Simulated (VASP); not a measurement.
# Be3S in VASP: a series of runs

Runs on Be3S. Level: PBE. Tasks: single point.

All numbers are computed with VASP 6.6.1; they aren't measurements. Logs are shortened: lines on timing, memory, paths and dates and some standing lists are left out, and cuts for length are marked.

### Step 1. The cell of the first run

The typed cell holds 8 atoms: a = 3.278 Å, b = 5.355 Å, c = 6.535 Å, α = 107.99°, β = 90.00°, γ = 107.83°.

### Step 2. Single point, PBE

Input file INCAR:

```
PREC = Accurate
ENCUT = 520
EDIFF = 1E-6
ISMEAR = 0
SIGMA = 0.1
LREAL = F
LASPH = T
NELM = 100
ALGO = Normal
ISIF = 2
LWAVE = F
LCHARG = F
GGA = PE
NBANDS = 22
```

Input file KPOINTS:

```
regular mesh
0
Gamma
  8 8 4
```

Input file POSCAR:

```
Be3S
1.0
    3.2139337994     -0.6399472399     -0.0569573919
   -0.6333077100      5.2768006565     -0.6591900692
   -0.1383326439     -1.2636557624      6.4098252125
Be S
6 2
Direct
    0.0014558197      0.5028164932      0.2512987300
   -0.0077397046      0.4847141683      0.7453848571
    0.6512682251      0.8023119951      0.2847284321
    0.6430685499      0.7860423860      0.8619047365
    0.4843926547      0.4687141851     -0.0029598544
    0.5096822201      0.5193423380      0.5019576043
   -0.1360663189      1.2280003925      0.4269098694
   -0.1460614459      0.2080580417      0.9307756249
```

Potentials or basis: VASP PAW PBE potentials, release 64 (Be, S).

The run is started by

```console
> cat potpaw_PBE.64/Be/POTCAR potpaw_PBE.64/S/POTCAR > POTCAR
> mpirun -np 1 vasp_std > vasp.out
```

OUTCAR:

```text
PREC = Accurate
   ENCUT = 520
   EDIFF = 1E-6
   ISMEAR = 0
   LREAL = F
   LASPH = T
   NELM = 100
   ISIF = 2
   GGA = PE

 ion  position               nearest neighbor table
   1  0.001  0.503  0.251-   7 2.08   8 2.15   3 2.20   3 2.20   6 2.30   6 2.30   5 2.30   5 2.30

   2  0.992  0.485  0.745-   7 2.07   8 2.14   4 2.21   4 2.21   6 2.33   6 2.33   5 2.34   5 2.34

   3  0.651  0.802  0.285-   7 2.07   5 2.09   1 2.20   1 2.20   6 2.33
   4  0.643  0.786  0.862-   8 2.05   5 2.08   2 2.21   2 2.21   6 2.30
   5  0.484  0.469  0.997-   8 2.07   8 2.07   4 2.08   3 2.09   1 2.30   1 2.30   2 2.34   2 2.34

   6  0.510  0.519  0.502-   7 2.16   7 2.16   1 2.30   1 2.30   4 2.30   3 2.33   2 2.33   2 2.33

   7  0.864  0.228  0.427-   3 2.07   2 2.07   1 2.08   6 2.16   6 2.16
   8  0.854  0.208  0.931-   4 2.05   5 2.07   5 2.07   2 2.14   1 2.15

  LATTYP: Found a triclinic cell.
 ALAT       =     7.0548256767
 B/A-ratio  =     0.9262685346
 C/A-ratio  =     0.4645786636
 COS(alpha) =     0.0000469648
 COS(beta)  =     0.2324912859
 COS(gamma) =     0.6918752031

  Lattice vectors:

 A1 = (   0.7716403539,  -4.0131448941,  -5.7506351433)
 A2 = (   0.1383326439,   1.2636557624,  -6.4098252125)
 A3 = (   3.2139337994,  -0.6399472399,  -0.0569573919)

Analysis of symmetry for initial positions (statically):
=====================================================================
 Subroutine PRICEL returns:
 Original cell was already a primitive cell.

 Routine SETGRP: Setting up the symmetry group for a
 triclinic supercell.

 Subroutine GETGRP returns: Found  1 space group operations
 (whereof  1 operations were pure point group operations)
 out of a pool of  2 trial point group operations.

The static configuration has the point symmetry C_1 .

Analysis of symmetry for dynamics (positions and initial velocities):
=====================================================================
 Subroutine PRICEL returns:
 Original cell was already a primitive cell.

 Routine SETGRP: Setting up the symmetry group for a
 triclinic supercell.

 Subroutine GETGRP returns: Found  1 space group operations
 (whereof  1 operations were pure point group operations)
 out of a pool of  2 trial point group operations.

The dynamic configuration has the point symmetry C_1 .

 Subroutine INISYM returns: Found  1 space group operations
 (whereof  1 operations are pure point group operations),
 and found     1 'primitive' translations

----------------------------------------------------------------------------------------

                                     Primitive cell

  volume of cell :     103.2856

  direct lattice vectors                    reciprocal lattice vectors
     3.213933799 -0.639947240 -0.056957392     0.319409327  0.040185463  0.014815588
    -0.633307710  5.276800656 -0.659190069     0.040411489  0.199378006  0.040178224
    -0.138332644 -1.263655762  6.409825213     0.006994196  0.020861234  0.160274096

  length of vectors
     3.277521484  5.355393111  6.534663041     0.322268043  0.207361924  0.161777303

  position of ions in fractional coordinates (direct lattice)
     0.001455820  0.502816493  0.251298730
     0.992260295  0.484714168  0.745384857
     0.651268225  0.802311995  0.284728432
     0.643068550  0.786042386  0.861904737
     0.484392655  0.468714185  0.997040146
     0.509682220  0.519342338  0.501957604
     0.863933681  0.228000393  0.426909869
     0.853938554  0.208058042  0.930775625

  ion indices of the primitive-cell ions
   primitive index   ion index
                 1           1
                 2           2
                 3           3
                 4           4
                 5           5
                 6           6
                 7           7
                 8           8

----------------------------------------------------------------------------------------

 KPOINTS: regular mesh

Automatic generation of k-mesh.
 Grid dimensions read from file:
 generate k-points for:    8    8    4

 Generating k-lattice:

  Cartesian coordinates                     Fractional coordinates (reciprocal lattice)
     0.039926166  0.005023183  0.001851948     0.125000000 -0.000000000 -0.000000000
     0.005051436  0.024922251  0.005022278     0.000000000  0.125000000  0.000000000
     0.001748549  0.005215308  0.040068524     0.000000000 -0.000000000  0.250000000

  Length of vectors
     0.040283505  0.025920241  0.040444326

  Shift w.r.t. Gamma in fractional coordinates (k-lattice)
     0.000000000  0.000000000  0.000000000

 Subroutine IBZKPT returns following result:
 ===========================================

 Found    132 irreducible k-points:

 Following reciprocal coordinates:
            Coordinates               Weight
  0.000000  0.000000  0.000000      1.000000
  0.125000  0.000000  0.000000      2.000000
  0.250000  0.000000  0.000000      2.000000
  0.375000  0.000000  0.000000      2.000000
  0.500000  0.000000  0.000000      1.000000
  0.000000  0.125000  0.000000      2.000000
[... 16 lines left out ...]
  0.125000  0.375000  0.000000      2.000000
  0.250000  0.375000  0.000000      2.000000
 [... further k-points ...]
   k-points           NKPTS =    132   k-points in BZ     NKDIM =    132   number of bands    NBANDS=     22
   number of dos      NEDOS =    301   number of ions     NIONS =      8
   total plane-waves  NPLWV =  48000
   dimension x,y,z NGX =    24 NGY =   40 NGZ =   50
   dimension x,y,z NGXF=    48 NGYF=   80 NGZF=  100
   ions per type =               6   2
   NGX,Y,Z   is equivalent  to a cutoff of  12.17, 12.42, 12.72 a.u.
   NGXF,Y,Z  is equivalent  to a cutoff of  24.35, 24.83, 25.44 a.u.
 SYSTEM =  unknown system
   PREC   = accura    normal or accurate (medium, high low for compatibility)
   ISTART =      0    job   : 0-new  1-cont  2-samecut
   ICHARG =      2    charge: 1-file 2-atom 10-const
   ISPIN  =      1    spin polarized calculation?
   LNONCOLLINEAR =      F non collinear calculations
   LSORBIT =      F    spin-orbit coupling
   LASPH  =      T    aspherical Exc in radial PAW
   ENCUT  =  520.0 eV  38.22 Ry    6.18 a.u.   6.09  9.96 12.15*2*pi/ulx,y,z
   NELM   =    100;   NELMIN=  2; NELMDL= -5     # of ELM steps
   EDIFF  = 0.1E-05   stopping-criterion for ELM
   LREAL  =      F    real-space projection
   EDIFFG = 0.1E-04   stopping-criterion for IOM
   NSW    =      0    number of steps for IOM
   IBRION =     -1    ionic relax: 0-MD 1-quasi-New 2-CG
   NFREE  =      0    steps in history (QN), initial steepest desc. (CG)
   ISIF   =      2    stress and relaxation
   ISYM   =      2    0-nonsym 1-usesym 2-fastsym
   POTIM  = 0.5000    time-step for ionic-motion
   TEBEG  =    0.0;   TEEND  =   0.0 temperature during run
   PSTRESS=    0.0 pullay stress
   NELECT =      24.0000    total number of electrons
   NUPDOWN=      -1.0000    fix difference up-down
   EMIN   =  10.00;   EMAX   =-10.00  energy-range for DOS
   EFERMI =   0.00;   METHOD = LEGACY
   ISMEAR =     0;   SIGMA  =   0.10  broadening in eV -4-tet -1-fermi 0-gaus
   EFERMI_NEDOS =   21; number of points for ismear=-14 and -15
   IALGO  =     38    algorithm
   IMIX   =      4    mixing-type and parameters
     AMIX     =   0.40;   BMIX     =  1.00
     AMIX_MAG =   1.60;   BMIX_MAG =  1.00
  volume/ion in A,a.u.               =      12.91        87.13
  Fermi-wavevector in a.u.,A,eV,Ry     =   1.006465  1.901943 13.782317  1.012972
  Thomas-Fermi vector in A             =   2.139209
   LORBIT       =      0    0 simple, 1 ext, 2 COOP (PROOUT), +10 PAW based schemes
   GGA     = PE    functional components
   LHFCALC =     F    Hartree Fock is set to
   AEXX    =    0.0000 exact exchange contribution
   IVDW    =     0    specifies the selected vdW correction
   LEPSILON=     F    determine dielectric tensor
   LRPA    =     F    only Hartree local field effects (RPA)
 non-spin polarized calculation
 Gauss-broadening in eV      SIGMA  =   0.10
  energy-cutoff  :      520.00
  volume of cell :      103.29
 maximum number of plane-waves:      2802
   NGX = 13   NGY = 19   NGZ = 25

 number of electron      24.0000001 magnetization

 Free energy of the ion-electron system (eV)
  ---------------------------------------------------
  ext. energy  EPLUGINS =         0.00000000
  ---------------------------------------------------
  free energy    TOTEN  =       -31.06558079 eV

  energy without entropy =      -31.05949843  energy(sigma->0) =      -31.06253961

 E-fermi :   4.9246     XC(G=0):  -9.4233

 val. band max:        4.8988528490   @ k =   0.2500   0.5000   0.2500
 cond. band min:       4.9313255961   @ k =   0.2500   0.2500   0.5000
 fundamental gap:      0.0324727471
 Fermi energy:         4.9245738317

 k-point     1 :       0.0000    0.0000    0.0000
  band No.  band energies     occupation
      1     -10.7278      2.00000
      2      -9.8328      2.00000
      3      -3.0128      2.00000
      4      -2.3873      2.00000
      5      -1.7743      2.00000
      6      -0.6945      2.00000
[... 14 lines left out ...]
     21      11.4414      0.00000
     22      11.5690      0.00000

 k-point     2 :       0.1250    0.0000    0.0000
  band No.  band energies     occupation
      1     -10.6236      2.00000
      2      -9.7418      2.00000
      3      -2.8676      2.00000
      4      -2.3902      2.00000
      5      -1.7120      2.00000
      6      -0.5580      2.00000
[... 14 lines left out ...]
     21      11.3154      0.00000
     22      12.1211      0.00000
[... 523 lines left out ...]
     21      10.4886      0.00000
     22      11.3162      0.00000

 k-point    24 :       0.2500    0.3750    0.0000
  band No.  band energies     occupation
      1     -10.3066      2.00000
      2      -9.5048      2.00000
      3      -3.1434      2.00000
      4      -2.4464      2.00000
      5      -1.5086      2.00000
      6      -1.2642      2.00000
[... 14 lines left out ...]
     21      11.2123      0.00000
     22      11.5233      0.00000

 [... further k-points ...]

------------------------ aborting loop because EDIFF is reached ----------------------------------------

  FORCE on cell =-STRESS in cart. coord.  units (eV):
  Direction    XX          YY          ZZ          XY          YZ          ZX
  --------------------------------------------------------------------------------------
  -------------------------------------------------------------------------------------
  Total       -0.0075908      0.0754045     -0.0182445      0.0230202      0.0158433      0.0049718
  in kB       -0.1177492      1.1696825     -0.2830100      0.3570911      0.2457637      0.0771228
  external PRESSURE =       0.2563078 kB  Pullay stress =       0.0000000 kB

 VOLUME and BASIS-vectors are now :
 -----------------------------------------------------------------------------
  energy-cutoff  :      520.00
  volume of cell :      103.29
      direct lattice vectors                 reciprocal lattice vectors
     3.213933799 -0.639947240 -0.056957392     0.319409327  0.040185463  0.014815588
    -0.633307710  5.276800656 -0.659190069     0.040411489  0.199378006  0.040178224
    -0.138332644 -1.263655762  6.409825213     0.006994196  0.020861234  0.160274096

 POSITION                                       TOTAL-FORCE (eV/Angst)
 -----------------------------------------------------------------------------------
     -0.34852      2.33478      1.27925         0.001165      0.008517     -0.001451
      2.77897      0.98084      4.40175         0.002636      0.004956      0.004433
      1.54564      3.45706      1.25909        -0.000076      0.001021     -0.000999
      1.44974      2.64711      4.96988        -0.000261      0.000156      0.000113
      1.12204      0.90341      6.05429        -0.000701      0.005229     -0.000967
      1.23974      1.77999      2.84609         0.001040      0.006310      0.001649
      2.57318      0.11077      2.53691        -0.002759     -0.015608      0.005640
      2.48398     -0.62477      5.78032        -0.001044     -0.010580     -0.008419
 -----------------------------------------------------------------------------------
    total drift:                               -0.000023     -0.000245     -0.000023

  FREE ENERGIE OF THE ION-ELECTRON SYSTEM (eV)
  ---------------------------------------------------
  free  energy   TOTEN  =       -31.0655807903 eV

  energy  without entropy=      -31.0594984263  energy(sigma->0) =      -31.06253961
```

It took 6.4 min on 1 thread of Intel Xeon 8259CL, shared host; peak memory 0.36 GiB.

What came out:

* Free energy: -31.0656 eV
* Pressure: 0.0 GPa
* Largest force: 0.017 eV/Å
* Band gap on the k mesh: zero (bands 12 and 13 overlap by 3.23 eV)

Forces in eV/Å, atoms in the order of the input:
```
Be   0.001  0.009 -0.001
Be   0.003  0.005  0.004
Be   0.000  0.001 -0.001
Be   0.000  0.000  0.000
Be  -0.001  0.005 -0.001
Be   0.001  0.006  0.002
S   -0.003 -0.016  0.006
S   -0.001 -0.011 -0.008
```

### Step 3. Single point, PBE

This run uses another cell than the first one, of the same volume but with other edges.

Input file INCAR:

```
SYSTEM = Be3S
PREC = Accurate ; ENCUT = 520
EDIFF = 1E-6 ; ISMEAR = 0
SIGMA = 0.1 ; LREAL = .FALSE.
LASPH = .TRUE. ; NELM = 100
ALGO = Normal ; ISIF = 2
LWAVE = .FALSE. ; LCHARG = .FALSE.
GGA = PE ; NBANDS = 22
```

Input file KPOINTS:

```
regular mesh
0
G
  12 12 6
  0 0 0
```

Input file POSCAR:

```
Be3S
1.0
    5.1018353978     -1.6405555986      0.0038460051
    5.1018353978      1.6405555986      0.0038460051
   -2.1165182929      0.0000000000      6.1727120320
Be S
6 2
Direct
    0.9987737825      0.9987737825      0.7484145743
    0.0070713351      0.0070713351      0.2545155053
    0.3491519549      0.3491519549      0.7140955099
    0.3569106035      0.3569106035      0.1395179818
    0.5156121608      0.5156121608      0.0033377108
    0.4911400487      0.4911400487      0.4981030987
    0.1363587907      0.1363587907      0.5726939193
    0.1455134452      0.1455134452      0.0693216999
```

Potentials or basis: VASP PAW PBE potentials, release 64 (Be, S).

The run is started by

```console
> cat potpaw_PBE.64/Be/POTCAR potpaw_PBE.64/S/POTCAR > POTCAR
> mpirun -np 1 vasp_std > vasp.out
```

OUTCAR:

```text
SYSTEM = Be3S
   PREC = Accurate
   ENCUT = 520
   EDIFF = 1E-6
   ISMEAR = 0
   LREAL = .FALSE.
   LASPH = .TRUE.
   NELM = 100
   ISIF = 2
   GGA = PE

 ion  position               nearest neighbor table
   1  0.999  0.999  0.748-   7 2.08   8 2.14   3 2.20   3 2.20   6 2.30   6 2.30   5 2.30   5 2.30

   2  0.007  0.007  0.255-   7 2.07   8 2.14   4 2.20   4 2.20   6 2.33   6 2.33   5 2.34   5 2.34

   3  0.349  0.349  0.714-   7 2.07   5 2.09   1 2.20   1 2.20   6 2.33
   4  0.357  0.357  0.140-   8 2.06   5 2.08   2 2.20   2 2.20   6 2.30
   5  0.516  0.516  0.003-   8 2.07   8 2.07   4 2.08   3 2.09   1 2.30   1 2.30   2 2.34   2 2.34

[... 819 lines left out ...]
  in kB        1.0224296     -0.4502021      0.3937032      0.0000000      0.0000000      0.3070682
  external PRESSURE =       0.3219769 kB  Pullay stress =       0.0000000 kB

 VOLUME and BASIS-vectors are now :
 -----------------------------------------------------------------------------
  energy-cutoff  :      520.00
  volume of cell :      103.36
      direct lattice vectors                 reciprocal lattice vectors
     5.101835398 -1.640555599  0.003846005     0.097978620 -0.304774797  0.033595208
     5.101835398  1.640555599  0.003846005     0.097978620  0.304774797  0.033595208
    -2.116518293  0.000000000  6.172712032    -0.000122094  0.000000000  0.161961481

 POSITION                                       TOTAL-FORCE (eV/Angst)
 -----------------------------------------------------------------------------------
      8.60713      0.00000      4.62743        -0.004296      0.000000      0.007212
     -0.46653      0.00000      1.57111        -0.004652      0.000000     -0.010722
      2.05124      0.00000      4.41059         0.002659      0.000000     -0.005545
      3.34651      0.00000      0.86395         0.000544      0.000000      0.005972
      5.25407      0.00000      0.02457        -0.004615      0.000000     -0.000239
      3.95719      0.00000      3.07842         0.000172      0.000000      0.000283
      0.17924      0.00000      3.53612         0.004033      0.000000      0.007470
      1.33805      0.00000      0.42902         0.006154      0.000000     -0.004431
 -----------------------------------------------------------------------------------
    total drift:                                0.000220      0.000000      0.000016

  FREE ENERGIE OF THE ION-ELECTRON SYSTEM (eV)
  ---------------------------------------------------
  free  energy   TOTEN  =       -31.0633690997 eV

  energy  without entropy=      -31.0575061864  energy(sigma->0) =      -31.06043764
```

stdout:

```text
POSCAR found type information on POSCAR BeS
 POSCAR found :  2 types and       8 ions
 scaLAPACK will be used
 LDA part: xc-table for (Slater+PW92), standard interpolation
 POSCAR, INCAR and KPOINTS ok, starting setup
 FFT: planning ... GRIDC
 FFT: planning ... GRID_SOFT
 FFT: planning ... GRID
 WAVECAR not read
 entering main loop
```

It took 16 min on 1 thread of Intel Xeon 8259CL, shared host; peak memory 0.57 GiB.

What came out:

- Free energy: -31.0634 eV
- Pressure: 0.0 GPa
- Largest force: 0.012 eV/Å
- Band gap on the k mesh: zero (bands 12 and 13 overlap by 3.14 eV)

Forces on the atoms (eV/Å):
```
Be  -0.004  0.000  0.007
Be  -0.005  0.000 -0.011
Be   0.003  0.000 -0.006
Be   0.001  0.000  0.006
Be  -0.005  0.000  0.000
Be   0.000  0.000  0.000
S    0.004  0.000  0.007
S    0.006  0.000 -0.004
```
